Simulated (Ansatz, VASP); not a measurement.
**AlN in VASP and in Ansatz**

Contents of POSCAR:

```
AlN
1.0
    3.1065852000      0.0000000000      0.0000000000
   -1.5532926000      2.6903817000      0.0000000000
    0.0000000000      0.0000000000      4.9781423800
Al N
2 2
Direct
    0.3333333300      0.6666666700     -0.0008149200
    0.6666666700      0.3333333300      0.4991850800
    0.3333333300      0.6666666700      0.3808149200
    0.6666666700      0.3333333300      0.8808149200
```

INCAR.step1

```
ALGO = Normal
EDIFF = 1E-4
ENCUT = 520
GGA = PE
ISMEAR = -1
LASPH = T
LCHARG = F
LREAL = F
LWAVE = T
NELM = 100
PREC = Accurate
SIGMA = 0.02
```

File INCAR.step2:

```
ALGO = Normal
EDIFF = 1E-7
EDIFFG = -0.01
ENCUT = 520
IBRION = 2
ISIF = 2
ISMEAR = -1
ISTART = 1
LASPH = T
LCHARG = F
LMIXTAU = T
LREAL = F
LWAVE = F
METAGGA = R2SCAN
NELM = 100
NSW = 50
PREC = Accurate
SIGMA = 0.02
```

Contents of KPOINTS:

```
k-points
0
Gamma
  12 12 6
```

Input for Ansatz:

```yaml
crystal:
  lattice:
    - [3.1065852, 0.0, 0.0]
    - [-1.5532926, 2.6903817, 0.0]
    - [0.0, 0.0, 4.97814238]
  atoms:
    - { symbol: Al, position: [0.33333333, 0.66666667, -0.00081492] }
    - { symbol: Al, position: [0.66666667, 0.33333333, 0.49918508] }
    - { symbol: "N", position: [0.33333333, 0.66666667, 0.38081492] }
    - { symbol: "N", position: [0.66666667, 0.33333333, 0.88081492] }
  symmetry: { tolerance: 0.0003 }
hamiltonian:
  xc: r2scan
  pseudopotentials: { kind: paw, azcp: { folder: soft_1 } }
basis:
  ecutwfc: 500
magnetization:
  spin_polarized: false
scf:
  occupations: { method: fermi_dirac, width: 0.02 }
kpoints:
  mp_grid: { grid: [12, 12, 6], shift: [0, 0, 0] }
  band_path:
    path:
      - [0.0, 0.0, 0.0]
      - [0.5, 0.0, 0.0]
      - [0.33333333, 0.33333333, 0.0]
      - [0.0, 0.0, 0.0]
      - [0.0, 0.0, 0.5]
      - [0.5, 0.0, 0.5]
      - [0.33333333, 0.33333333, 0.5]
      - [0.0, 0.0, 0.5]
      - [0.5, 0.0, 0.5]
      - [0.5, 0.0, 0.0]
      - [0.33333333, 0.33333333, 0.5]
    npoints: 7
output:
  forces: true
  stress: true
  eigenvalues: true
  write_potential: true
  elf: true
  volumetric_format: npy
  dos: { e_range: [-12, 8], de: 0.05 }
relax:
  max_steps: 30
```

Alike in both runs: task relaxation of the atoms; functional r2SCAN; k mesh 12 × 12 × 6; occupations fermi-dirac, width 0.02 eV; no spin polarisation.

|  | VASP | Ansatz |
| --- | --- | --- |
| version | VASP 6.6.1 | Ansatz 0.2.0 |
| potentials or method | VASP PAW PBE potentials, release 64 (Al, N), cutoff 520 eV | PAW plane waves |
| valence electrons in the cell | 16 | 16 |

|  | VASP | Ansatz | Ansatz less VASP |
| --- | --- | --- | --- |
| gap on the k mesh at the Fermi level, each at its own relaxed structure (eV) | 4.92 | 4.87 | -0.049 |

VASP's potentials were made for PBE, not for r2SCAN. Ansatz's warnings: stress scf threshold loose.

Noted on VASP's run: the relaxation stopped at its first step, so nothing moved.
